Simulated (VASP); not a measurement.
Input of a VASP 6.6.1 run:

INCAR

```
PREC     = Accurate       # precision mode
ENCUT    = 520            # plane-wave cutoff, eV
EDIFF    = 1E-6           # SCF threshold, eV
ISMEAR   = -1             # smearing method
SIGMA    = 0.1            # smearing width, eV
LREAL    = False          # projectors in reciprocal space
LASPH    = True           # aspherical terms in the spheres
NELM     = 80             # most SCF steps
ALGO     = Normal         # electronic algorithm
ISIF     = 2              # what is computed and relaxed
LWAVE    = False          # write WAVECAR
LCHARG   = False          # write CHGCAR
GGA      = PS             # functional
NBANDS   = 11             # bands
```

KPOINTS

```
Automatic mesh
0
Gamma
  14 14 14
```

Contents of POSCAR:

```
Pt
1.0
    2.6221717732      0.0000000000      0.0000000000
    0.0000000000      2.6221717732      0.0000000000
    0.0000000000      0.0000000000      2.6221717732
Pt
1
Direct
    0.0000000000      0.0000000000      0.0000000000
```

Potentials or basis: VASP PAW PBE potentials, release 64 (Pt).

Run with:

```console
$ cat potpaw_PBE.64/Pt/POTCAR > POTCAR
$ mpirun -np 1 vasp_std > vasp.out
```

**Question.** Estimate the band gap on the k mesh.

**Answer.** Zero (band 5 reaches 10.07 eV, above the bottom of band 6 at 6.93 eV).

**Question.** Predict the pressure.

**Answer.** -7.9 GPa.

Caveat: the PAW data sets were made with another functional, which shifts forces and pressure a little; spin-orbit coupling is left out, which moves the levels of the heavy elements.
